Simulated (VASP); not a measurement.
# W (Im-3m) in VASP: a series of runs, part 2 of 2

VASP 6.6.1. Earlier steps stand in the parts before.

### 4 Relaxation of cell and atoms, LDA

INCAR reads:

```
ALGO = Fast ; EDIFF = 1E-6
EDIFFG = -0.001 ; ENCUT = 600
IBRION = 2 ; ISIF = 3
ISMEAR = -1 ; LASPH = T
LCHARG = F ; LREAL = F
LWAVE = F ; NELM = 80
NSW = 80 ; PREC = Accurate
SIGMA = 0.15
```

KPOINTS reads:

```
k-points
0
Gamma
  18 18 18
```

POSCAR reads:

```
W
1.0
   -1.5674691639      1.5674691639      1.5674691639
    1.5674691639     -1.5674691639      1.5674691639
    1.5674691639      1.5674691639     -1.5674691639
W
1
Direct
    0.0000000000      0.0000000000      0.0000000000
```

Potentials or basis: VASP PAW LDA potentials, release 64 (W_sv).

On the command line:

```
$ cat potpaw_LDA.64/W_sv/POTCAR > POTCAR
$ mpirun -np 1 vasp_std > vasp.out
```

OUTCAR:

```text
EDIFF = 1E-6
   EDIFFG = -0.001
   ENCUT = 600
   IBRION = 2
   ISIF = 3
   ISMEAR = -1
   LASPH = T
   LREAL = F
   NELM = 80
   NSW = 80
   PREC = Accurate

 ion  position               nearest neighbor table
   1  0.000  0.000  0.000-

  LATTYP: Found a body centered cubic cell.
 ALAT       =     3.1349383278

  Lattice vectors:

 A1 = (  -1.5674691639,   1.5674691639,   1.5674691639)
 A2 = (   1.5674691639,  -1.5674691639,   1.5674691639)
 A3 = (   1.5674691639,   1.5674691639,  -1.5674691639)

Analysis of symmetry for initial positions (statically):
=====================================================================
 Subroutine PRICEL returns:
 Original cell was already a primitive cell.

 Routine SETGRP: Setting up the symmetry group for a
 body centered cubic supercell.

 Subroutine GETGRP returns: Found 48 space group operations
 (whereof 48 operations were pure point group operations)
 out of a pool of 48 trial point group operations.

The static configuration has the point symmetry O_h .

Analysis of symmetry for dynamics (positions and initial velocities):
=====================================================================
 Subroutine PRICEL returns:
 Original cell was already a primitive cell.

 Routine SETGRP: Setting up the symmetry group for a
 body centered cubic supercell.

 Subroutine GETGRP returns: Found 48 space group operations
[... 161 lines left out ...]
  external PRESSURE =      23.5194171 kB  Pullay stress =       0.0000000 kB
[... 197 lines left out ...]
--------------------------------------- Ionic step        7  -------------------------------------------

 number of electron      14.0000000 magnetization

 Free energy of the ion-electron system (eV)
  ---------------------------------------------------
  ext. energy  EPLUGINS =         0.00000000
  ---------------------------------------------------
  free energy    TOTEN  =       -14.12082604 eV

  energy without entropy =      -14.08184983  energy(sigma->0) =      -14.10133793

 E-fermi :  11.6346     XC(G=0): -13.9523

 val. band max:       11.6307936141   @ k =   0.5000   0.5000   0.2222
 cond. band min:      11.6547466480   @ k =   0.1667   0.0000   0.0000
 fundamental gap:      0.0239530338
 Fermi energy:        11.6346070681

 k-point     1 :       0.0000    0.0000    0.0000
  band No.  band energies     occupation
      1     -62.0784      2.00000
      2     -25.8518      2.00000
      3     -25.8518      2.00000
      4     -25.8518      2.00000
      5       1.9759      2.00000
      6      10.3421      1.99964
      7      10.3421      1.99964
      8      10.3421      1.99964
      9      13.8800      0.00000
     10      13.8800      0.00000
     11      26.2634      0.00000
[... 309 lines left out ...]
 k-point    24 :       0.3889    0.1111    0.0000
  band No.  band energies     occupation
      1     -61.9258      2.00000
      2     -27.1728      2.00000
      3     -26.3466      2.00000
      4     -25.9231      2.00000
      5       5.6995      2.00000
      6       8.1135      2.00000
      7      11.1772      1.90953
      8      13.6756      0.00000
      9      15.0469      0.00000
     10      18.2732      0.00000
     11      22.8904      0.00000

 [... further k-points ...]
[... 5 lines left out ...]
  --------------------------------------------------------------------------------------
  -------------------------------------------------------------------------------------
  Total        0.0003275      0.0003275      0.0003275      0.0000000      0.0000000     -0.0000000
  in kB        0.0338327      0.0338327      0.0338327      0.0000000      0.0000000     -0.0000000
  external PRESSURE =       0.0338327 kB  Pullay stress =       0.0000000 kB
[... 16 lines left out ...]
  FREE ENERGIE OF THE ION-ELECTRON SYSTEM (eV)
  ---------------------------------------------------
  free  energy   TOTEN  =       -14.1208260386 eV

  energy  without entropy=      -14.0818498303  energy(sigma->0) =      -14.10133793

 reached required accuracy - stopping structural energy minimisation
```

OSZICAR:

```text
N       E                     dE             d eps       ncg     rms          rms(c)
DAV:   1     0.834151110706E+02    0.83415E+02   -0.85018E+03  4298   0.159E+03
DAV:   2    -0.130209877474E+02   -0.96436E+02   -0.93137E+02  4596   0.360E+02
DAV:   3    -0.147688026448E+02   -0.17478E+01   -0.17225E+01  4917   0.462E+01
[... 55 lines left out ...]
   6 F= -.14120826E+02 E0= -.14101339E+02  d E =-.728569E-03
       N       E                     dE             d eps       ncg     rms          rms(c)
DAV:   1    -0.141208281192E+02   -0.23311E-05   -0.52531E-05  4766   0.117E-01    0.182E-02
RMM:   2    -0.141208263043E+02    0.18150E-05   -0.26846E-06  3285   0.183E-02    0.374E-03
RMM:   3    -0.141208260386E+02    0.26569E-06   -0.10585E-06  2407   0.114E-02
   7 F= -.14120826E+02 E0= -.14101338E+02  d E =-.728634E-03
```

Run time: 92 s. Hardware: 1 thread of AMD EPYC 9R45 (Zen 5), shared host; peak memory 0.14 GiB.

Results:

```yaml
Free_energy: -14.1208 eV
Relaxed_volume: 15.51 Å³/atom
Relaxed_cell: a = 2.721 Å, b = 2.721 Å, c = 2.721 Å, α = 109.47°, β = 109.47°, γ = 109.47°
Space_group_after_relaxing_to_0.05_Å: Im-3m (No. 229)
Energy_gained_by_relaxing: 0.7 meV/atom
Ionic_steps: 7
Pressure_after_relaxing: 0.0 GPa
Band_gap_on_the_k_mesh: zero (band 7 reaches 16.95 eV, above the bottom of band 8 at 10.34 eV)
```

The path:
```
step  energy change (eV)  largest force (eV/Å)  pressure (GPa)  volume (Å³)
   1              0.0000                0.0000            2.35        15.40
   2              0.0099                0.0000           -8.91        15.91
   3             -0.0007                0.0000           -0.10        15.52
   4             -0.0007                0.0000           -0.19        15.52
   5             -0.0006                0.0000            1.03        15.46
   6             -0.0007                0.0000            0.05        15.51
   7             -0.0007                0.0000            0.00        15.51
```

Final structure:
```
W
1.0
    -1.57099    1.57099    1.57099
     1.57099   -1.57099    1.57099
     1.57099    1.57099   -1.57099
W
1
Direct
  0.00000 0.00000 0.00000
```

Caveat: spin-orbit coupling is left out, which moves the levels of the heavy elements.

### 5 Overview

| task | cell | k mesh | cutoff (eV) | smearing | gap on the mesh (eV) | pressure (GPa) | relaxed volume (Å³/atom) |
| --- | --- | --- | --- | --- | --- | --- | --- |
| single point | a = 2.716 Å, angles 109.5°, 1 atom | 18 × 18 × 18 | 520 | fermi-dirac 0.15 eV | none | 1.9 | - |
| relaxation of cell and atoms | relaxed from a = 2.718 Å, angles 109.5°, 1 atom | 16 × 16 × 16 | 600 | gaussian 0.1 eV | none | 0.0 | 15.49 |
| relaxation of cell and atoms | relaxed from a = 2.715 Å, angles 109.5°, 1 atom | 18 × 18 × 18 | 600 | fermi-dirac 0.15 eV | none | 0.0 | 15.51 |

Alike in all rows: level LDA; potentials or basis VASP PAW LDA potentials, release 64 (W_sv); no spin polarisation.

Caveats: spin-orbit coupling is left out, which moves the levels of the heavy elements.

Absolute energies hang on the potentials; compare differences alone.
